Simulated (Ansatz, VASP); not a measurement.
One calculation of Pd, two programs

Contents of INCAR:

```
SYSTEM = Pd
  PREC = Accurate
  ENCUT = 520
  EDIFF = 1E-6
  ISMEAR = -1
  SIGMA = 0.05
  LREAL = .False.
  LASPH = .True.
  NELM = 100
  ALGO = Normal
  ISIF = 2
  LWAVE = .False.
  LCHARG = .False.
  LDIPOL = .True.
  IDIPOL = 3
  DIPOL = 0.5 0.5 0.500
  GGA = PE
  NBANDS = 33
```

File KPOINTS:

```
Automatic mesh
0
Gamma
  12 12 1
  0 0 0
```

File POSCAR:

```
Pd
1.0
    2.7888697457      0.0000000000      0.0000000000
    0.0000000000      2.7888697457      0.0000000000
    0.0000000000      0.0000000000     29.7964000000
Pd
5
Direct
    0.0000000000      0.0000000000      0.3691717793
    0.5000000000      0.5000000000      0.4342943134
    0.0000000000      0.0000000000      0.5000000002
    0.5000000000      0.5000000000      0.5657056872
    0.0000000000      0.0000000000      0.6308282207
```

Input for Ansatz:

```yaml
crystal:
  lattice:
    - [2.7888697457, 0.0, 0.0]
    - [0.0, 2.7888697457, 0.0]
    - [0.0, 0.0, 29.7964]
  atoms:
    - { symbol: Pd, position: [0.0, 0.0, 0.3691717793] }
    - { symbol: Pd, position: [0.5, 0.5, 0.4342943134] }
    - { symbol: Pd, position: [0.0, 0.0, 0.5000000002] }
    - { symbol: Pd, position: [0.5, 0.5, 0.5657056872] }
    - { symbol: Pd, position: [0.0, 0.0, 0.6308282207] }
kpoints:
  mp_grid: { grid: [12, 12, 1] }
scf:
  occupations: { method: fermi_dirac, width: 0.05 }
hamiltonian:
  xc: pbe
  pseudopotentials: { kind: all_electron, lapw: { basis_error: 0.001 } }
output:
  forces: true
  stress: true
  eigenvalues: true
efield:
  axis: 3
  amplitude: 0
  dipole_correction: true
```

Alike in both runs: task single point; functional PBE; k mesh 12 × 12 × 1; occupations fermi-dirac, width 0.05 eV; no spin polarisation.

|  | VASP | Ansatz |
| --- | --- | --- |
| version | VASP 6.6.1 | Ansatz 0.2.0 |
| potentials or method | VASP PAW PBE potentials, release 64 (Pd), cutoff 520 eV | all-electron LAPW, scalar-relativistic |

```tsv
	VASP	Ansatz	Ansatz less VASP
rms of the force components (eV/Å)	0.004	0.001	-0.0031
```

Atom by atom the forces differ by 0.003 eV/Å (rms over components). Ansatz ran all-electron here, and VASP with PAW potentials.
